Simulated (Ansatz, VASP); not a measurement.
Two plane-wave programs on Pd

Contents of POSCAR:

```
Pd
1.0
    0.0000000000      1.9465000000      1.9465000000
    1.9465000000      0.0000000000      1.9465000000
    1.9465000000      1.9465000000      0.0000000000
Pd
1
Direct
    0.0000000000      0.0000000000      0.0000000000
```

The input INCAR.step1:

```
SYSTEM = Pd
PREC = Accurate
ENCUT = 520
EDIFF = 1E-5
ISMEAR = -1
SIGMA = 0.05
LREAL = .FALSE.
LASPH = .TRUE.
NELM = 100
ALGO = Normal
ISIF = 2
LWAVE = .TRUE.
LCHARG = .FALSE.
GGA = PE
NBANDS = 11
```

Contents of INCAR.step2:

```
SYSTEM = Pd
PREC = Accurate
ENCUT = 520
EDIFF = 1E-6
ISMEAR = -1
SIGMA = 0.05
LREAL = .FALSE.
LASPH = .TRUE.
NELM = 100
ALGO = Normal
ISIF = 2
LWAVE = .FALSE.
LCHARG = .FALSE.
METAGGA = R2SCAN
LHFCALC = .TRUE.
AEXX = 0.5
LMIXTAU = .TRUE.
PRECFOCK = Normal
ISTART = 1
NBANDS = 11
```

File KPOINTS:

```
Automatic mesh
0
G
  6 6 6
  0 0 0
```

input.yaml

```yaml
crystal:
  lattice:
    - [0.0, 1.9465, 1.9465]
    - [1.9465, 0.0, 1.9465]
    - [1.9465, 1.9465, 0.0]
  atoms:
    - { symbol: Pd, position: [0.0, 0.0, 0.0] }
hamiltonian:
  xc: r2scan50
  pseudopotentials: { kind: paw }
kpoints:
  mp_grid: { grid: [6, 6, 6] }
scf:
  occupations: { method: fermi_dirac, width: 0.05 }
output:
  forces: true
  stress: true
  eigenvalues: true
  write_density: true
  write_potential: true
  elf: true
  volumetric_format: npy
```

Alike in both runs: task single point; functional r2SCAN50; k mesh 6 × 6 × 6; occupations fermi-dirac, width 0.05 eV; no spin polarisation.

|  | VASP | Ansatz |
| --- | --- | --- |
| version | VASP 6.6.1 | Ansatz 0.2.0 |
| potentials or method | VASP PAW PBE potentials, release 64 (Pd) | Ansatz PAW |
| plane-wave cutoff (eV) | 520 | 500 |
| valence electrons in the cell | 10 | 18 |

```tsv
	VASP	Ansatz	Ansatz less VASP
gap on the k mesh at the Fermi level (eV)	none	none	-
pressure (GPa)	-3.7	-4.6	-0.94
```

VASP's potentials were made for PBE, not for r2SCAN50. A gap of «none» marks a metal or a gap that the smearing closes. The functional is the same, so the differences come from potentials, cutoffs and numerics. VASP's potentials hold 10 valence electrons a cell and Ansatz's 18, so a difference there can come from the potentials and not from the codes.

The k mesh is coarse, so the values compare programs but aren't converged.
